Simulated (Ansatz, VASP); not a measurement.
# One calculation of SnTe, two programs

Contents of INCAR:

```
ALGO = Normal ; EDIFF = 1E-6
ENCUT = 520 ; GGA = PE
ISIF = 2 ; ISMEAR = -1
LASPH = True ; LCHARG = True
LELF = True ; LREAL = False
LVHAR = True ; LWAVE = False
NBANDS = 17 ; NELM = 100
PREC = Accurate ; SIGMA = 0.08
```

Contents of KPOINTS:

```
k-points
0
Gamma
  12 12 12
```

Contents of POSCAR:

```
SnTe
1.0
    0.0000000000      2.9547017722      2.9547017722
    2.9547017722      0.0000000000      2.9547017722
    2.9547017722      2.9547017722      0.0000000000
Sn Te
1 1
Direct
    0.0000000000      0.0000000000      0.0000000000
    0.2500000000      0.2500000000      0.2500000000
```

Input for Ansatz:

```yaml
crystal:
  lattice:
    - [0.0, 2.9547017722, 2.9547017722]
    - [2.9547017722, 0.0, 2.9547017722]
    - [2.9547017722, 2.9547017722, 0.0]
  atoms:
    - { symbol: Sn, position: [0.0, 0.0, 0.0] }
    - { symbol: Te, position: [0.25, 0.25, 0.25] }
kpoints:
  mp_grid: { grid: [12, 12, 12] }
scf:
  occupations: { method: fermi_dirac, width: 0.08 }
hamiltonian:
  xc: pbe
  pseudopotentials: { kind: all_electron, datasets: crystal }
output:
  forces: true
  stress: true
  eigenvalues: true
```

Change from the starting cell: volume scaled by 0.55, crystal datasets.

Alike in both runs: task single point; functional PBE; k mesh 12 × 12 × 12; occupations fermi-dirac, width 0.08 eV; no spin polarisation.

```csv
,VASP,Ansatz
version,VASP 6.6.1,Ansatz 0.2.0
potentials or method,"VASP PAW PBE potentials, release 64 (Sn_d, Te), cutoff 520 eV","all-electron PAW with datasets made for the crystal, scalar-relativistic"
```

```csv
,VASP,Ansatz,Ansatz less VASP
pressure (GPa),45.3,45.3,+0.03
```

Both programs put the cell under a high pressure, so it lies far from rest at this level. Ansatz ran all-electron here, and VASP with PAW potentials.

Neither program's run includes spin-orbit coupling.
